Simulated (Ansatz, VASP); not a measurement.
Two plane-wave programs on AlN

```
CELL_PARAMETERS angstrom
-3.11356 0.00000 0.00000
-1.55678 -2.69642 0.00000
-0.38919 -0.67411 10.26670
ATOMIC_POSITIONS crystal
Al 0.33333 0.11381 0.87807
Al 0.33333 0.23516 0.39269
Al 0.66667 0.62917 0.14999
Al 0.66667 0.50782 0.63538
N 0.33333 0.31016 0.09270
N 0.33333 0.18881 0.57809
N 0.66667 0.58282 0.33540
N 0.66667 0.46147 0.82079
```

Alike in both runs: task single point; functional PBEsol; k mesh 8 × 8 × 3; occupations gaussian, width 0.05 eV; no spin polarisation.

|  | VASP | Ansatz |
| --- | --- | --- |
| version | VASP 6.6.1 | Ansatz 0.2.0 |
| potentials or method | VASP PAW PBE potentials, release 64 (Al, N), cutoff 520 eV | scalar-relativistic, plane waves, PAW |
| valence electrons in the cell | 32 | 32 |

VASP gave:

* gap on the k mesh at the Fermi level (eV): 3.20
* least direct gap on the mesh (eV): 3.20
* pressure (GPa): -3.6
* traceless stress, the component that is largest in VASP (GPa): 3.98
* rms of the force components (eV/Å): 0.506

Q: Estimate Ansatz's values.

A: gap on the k mesh at the Fermi level (eV): 3.18; least direct gap on the mesh (eV): 3.18; pressure (GPa): -3.6; traceless stress, the component that is largest in VASP (GPa): 3.96; rms of the force components (eV/Å): 0.506.

VASP's potentials were made for PBE, not for PBEsol, and Ansatz warns of the same on its side. Atom by atom the forces differ by 0.003 eV/Å (rms over components).
